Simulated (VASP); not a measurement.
A run of VASP 6.6.1:

Contents of POSCAR:

```
Hf
1.0
   -1.8169539908      1.8169539908      1.8169539908
    1.8169539908     -1.8169539908      1.8169539908
    1.8169539908      1.8169539908     -1.8169539908
Hf
1
Direct
    0.0000000000      0.0000000000      0.0000000000
```

The input INCAR.step1:

```
GGA = CA
ISMEAR = 1
SIGMA = 0.05
LWAVE = False
LCHARG = False
NSW = 80
PREC = Accurate
LASPH = True
LREAL = False
ALGO = Normal
EDIFF = 1E-7
NELM = 120
GGA_COMPAT = False
IBRION = 2
ISIF = 3
EDIFFG = -0.002
NELMIN = 4
ENCUT = 650
POTIM = 0.5
```

INCAR.step4

```
GGA = CA
ISMEAR = 1
SIGMA = 0.05
LWAVE = False
LCHARG = False
PREC = Accurate
LASPH = True
LREAL = False
ALGO = Normal
EDIFF = 1E-7
NELM = 120
GGA_COMPAT = False
ISIF = 2
ENCUT = 650
```

KPOINTS

```
Automatic mesh
0
Gamma
  14 14 14
  0 0 0
```

Potentials or basis: VASP PAW LDA potentials, release 64 (Hf_pv).

Run with:

```sh
$ cat potpaw_LDA.64/Hf_pv/POTCAR > POTCAR
$ cp INCAR.step1 INCAR
$ cp POSCAR.step1 POSCAR
$ mpirun -np 1 vasp_std > vasp.out
$ cp CONTCAR POSCAR
$ mpirun -np 1 vasp_std > vasp.out
$ cp CONTCAR POSCAR
$ mpirun -np 1 vasp_std > vasp.out
$ cp CONTCAR POSCAR
$ cp INCAR.step4 INCAR
$ mpirun -np 1 vasp_std > vasp.out
```

Hardware: 1 thread of AMD EPYC 9R45 96-Core Processor (Zen 5), with other jobs on the host.

**Question.** How long does it take, and how much memory?

**Answer.** Run time: 110 s on 1 thread of AMD EPYC 9R45 96-Core Processor (Zen 5), with other jobs on the host, peak memory 0.14 GiB. Counts: k points 104, ion steps 9.
